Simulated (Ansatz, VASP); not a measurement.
## Rh in VASP and in Ansatz

The input INCAR:

```
SYSTEM = Rh
PREC     = Accurate       ! precision mode
ENCUT    = 520            ! plane-wave cutoff, eV
EDIFF    = 1E-6           ! SCF threshold, eV
ISMEAR   = -1             ! smearing method
SIGMA    = 0.05           ! smearing width, eV
LREAL    = .FALSE.        ! projectors in reciprocal space
LASPH    = .TRUE.         ! aspherical terms in the spheres
NELM     = 150            ! most SCF steps
ALGO     = Normal         ! electronic algorithm
ISIF     = 2              ! what is computed and relaxed
LWAVE    = .FALSE.        ! write WAVECAR
LCHARG   = .FALSE.        ! write CHGCAR
ISPIN    = 2              ! spin polarisation
MAGMOM   = 1              ! initial moments
LORBIT   = 11             ! projections on sites
LMAXMIX  = 4              ! l up to which the mixer works
GGA      = PE             ! functional
NBANDS   = 18             ! bands
```

The input KPOINTS:

```
Automatic mesh
0
G
  23 23 23
  0 0 0
```

Contents of POSCAR:

```
Rh
1.0
    0.0000000000      1.9404250383      1.9404250383
    1.9404250383      0.0000000000      1.9404250383
    1.9404250383      1.9404250383      0.0000000000
Rh
1
Direct
    0.0000000000      0.0000000000      0.0000000000
```

Input for Ansatz:

```yaml
crystal:
  lattice:
    - [0.0, 1.9404250383, 1.9404250383]
    - [1.9404250383, 0.0, 1.9404250383]
    - [1.9404250383, 1.9404250383, 0.0]
  atoms:
    - { symbol: Rh, position: [0.0, 0.0, 0.0], spin: 1.0 }
hamiltonian:
  xc: pbe
  pseudopotentials:
    kind: paw
    azcp:
      Rh: "pseudopotentials/Rh.paw.azcp"
basis:
  ecutwfc: 420
  fft_grid_basis: typed
kpoints:
  mp_grid: { grid: [23, 23, 23], shift: [0, 0, 0] }
magnetization:
  spin_polarized: true
scf:
  occupations: { method: fermi_dirac, width: 0.05 }
output:
  stress: true
```

Alike in both runs: task single point; functional PBE; k mesh 23 × 23 × 23; occupations fermi-dirac, width 0.05 eV; collinear spin.

|  | VASP | Ansatz |
| --- | --- | --- |
| version | VASP 6.6.1 | Ansatz 0.2.0 |
| potentials or method | VASP PAW PBE potentials, release 64 (Rh_pv), cutoff 520 eV | plane waves (420 eV) with PAW, scalar-relativistic |
| valence electrons in the cell | 15 | 17 |

```csv
,VASP,Ansatz,Ansatz less VASP
pressure (GPa),-9.1,-9.1,0.00
net moment per atom (μB),0.00,0.00,0.000
```

VASP's potentials hold 15 valence electrons a cell and Ansatz's 17, so a difference there can come from the potentials and not from the codes. Ansatz's warnings: seeded moment not kept.
